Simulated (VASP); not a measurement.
Here is a VASP 6.6.1 calculation.

The input INCAR:

```
ALGO     = Normal         # electronic algorithm
EDIFF    = 1E-7           # SCF threshold, eV
ENCUT    = 520            # plane-wave cutoff, eV
GGA      = PE             # functional
ISIF     = 2              # what is computed and relaxed
ISMEAR   = 0              # smearing method
LASPH    = True           # aspherical terms in the spheres
LCHARG   = False          # write CHGCAR
LREAL    = False          # projectors in reciprocal space
LWAVE    = False          # write WAVECAR
NBANDS   = 32             # bands
NELM     = 100            # most SCF steps
PREC     = Accurate       # precision mode
SIGMA    = 0.1            # smearing width, eV
```

Contents of KPOINTS:

```
k-points
0
Gamma
  4 4 4
```

The input POSCAR:

```
HfCl4F
1.0
    5.0606920500      0.0000000000      0.0000000000
    0.0000000000      5.0606920500      0.0000000000
    0.0000000000      0.0000000000      7.1362503000
Hf Cl F
1 4 1
Direct
    0.0000000000      0.0000000000      0.0000000000
    0.5000000000      0.0000000000      0.7490356600
    0.0000000000      0.5000000000      0.2509643400
    0.5000000000      0.0000000000      0.2509643400
    0.0000000000      0.5000000000      0.7490356600
    0.5000000000      0.5000000000      0.5000000000
```

Potentials or basis: VASP PAW PBE potentials, release 64 (Hf_pv, Cl, F).

The run is started by

```console
$ cat potpaw_PBE.64/Hf_pv/POTCAR potpaw_PBE.64/Cl/POTCAR potpaw_PBE.64/F/POTCAR > POTCAR
$ mpirun -np 1 vasp_std > vasp.out
```

Problem. What does it give for the band gap on the k mesh?

Solution. Zero (an odd number of electrons rules out a gap without spin polarisation).

Problem. Estimate the pressure.

Solution. -11.4 GPa.

Problem. Estimate the largest force.

Solution. 1.731 eV/Å.

Forces in eV/Å, atoms in the order of the input:
```
Hf   0.000  0.000  0.000
Cl   0.000  0.000  1.731
Cl   0.000  0.000 -1.731
Cl   0.000  0.000 -1.731
Cl   0.000  0.000  1.731
F    0.000  0.000  0.000
```

Caveat: the cell stands under tension; spin-orbit coupling is left out, which moves the levels of the heavy elements; an odd number of electrons without spin polarisation forces a metal; a magnetic or distorted state may lie lower.
